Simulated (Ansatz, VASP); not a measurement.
## One calculation of HgTe, two programs

```
Hg Te
1.0
     0.00000    3.22350    3.09456
     3.22350    0.00000    3.09456
     3.22350    3.22350    0.00000
Hg Te
1 1
Direct
  0.00000 0.00000 0.00000
  0.75000 0.75000 0.75000
```

Change from the starting cell: strain +0.000 along x and y, -0.040 along z, atoms carried along.

Alike in both runs: task single point; functional PBEsol; k mesh 14 × 14 × 14; occupations gaussian, width 0.15 eV; no spin polarisation.

|  | VASP | Ansatz |
| --- | --- | --- |
| version | VASP 6.6.1 | Ansatz 0.2.0 |
| potentials or method | VASP PAW PBE potentials, release 64 (Hg, Te), cutoff 520 eV | scalar-relativistic, plane waves, PAW |
| valence electrons in the cell | 18 | 36 |

```tsv
	VASP	Ansatz	Ansatz less VASP
pressure (GPa)	3.6	3.5	-0.15
traceless stress, the component that is largest in VASP (GPa)	0.32	0.32	+0.001
```

VASP's potentials were made for PBE, not for PBEsol. With one functional, cell and mesh, what is left measures potentials, basis and numerics. VASP's potentials hold 18 valence electrons a cell and Ansatz's 36, so a difference there can come from the potentials and not from the codes.

Spin-orbit coupling is off throughout.
